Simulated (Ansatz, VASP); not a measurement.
# One calculation of Ni, two programs

```
Ni
1.0
     0.00000    1.71229    1.71229
     1.71229    0.00000    1.71229
     1.71229    1.71229    0.00000
Ni
1
Cartesian
  0.0000 0.0000 0.0000
```

Alike in both runs: task relaxation of cell and atoms; functional LDA; k mesh 20 × 20 × 20; occupations gaussian, width 0.1 eV; collinear spin.

|  | VASP | Ansatz |
| --- | --- | --- |
| version | VASP 6.6.1 | Ansatz 0.2.0 |
| potentials or method | VASP PAW LDA potentials, release 64 (Ni), cutoff 600 eV | scalar-relativistic, plane waves, PAW |
| valence electrons in the cell | 10 | 18 |

```tsv
	VASP	Ansatz	Ansatz less VASP
gap on the k mesh at the Fermi level, each at its own relaxed structure (eV)	none	none	-
net moment per atom (μB)	0.60	0.61	+0.014
size of the moment on the site where the two differ most (μB)	0.60	0.64	+0.040
relaxed volume (Å³/atom)	10.03	10.04	+0.010
relaxed length of the cell vector where the two differ most in proportion (Å)	2.420	2.421	+0.0008
```

LDA's correlation is that of Perdew and Zunger in VASP and of Perdew and Wang (1992) in Ansatz. Site moments also hang on the region over which each program counts them. A gap of «none» marks a metal or a gap that the smearing closes. VASP's potentials hold 10 valence electrons a cell and Ansatz's 18, so a difference there can come from the potentials and not from the codes.
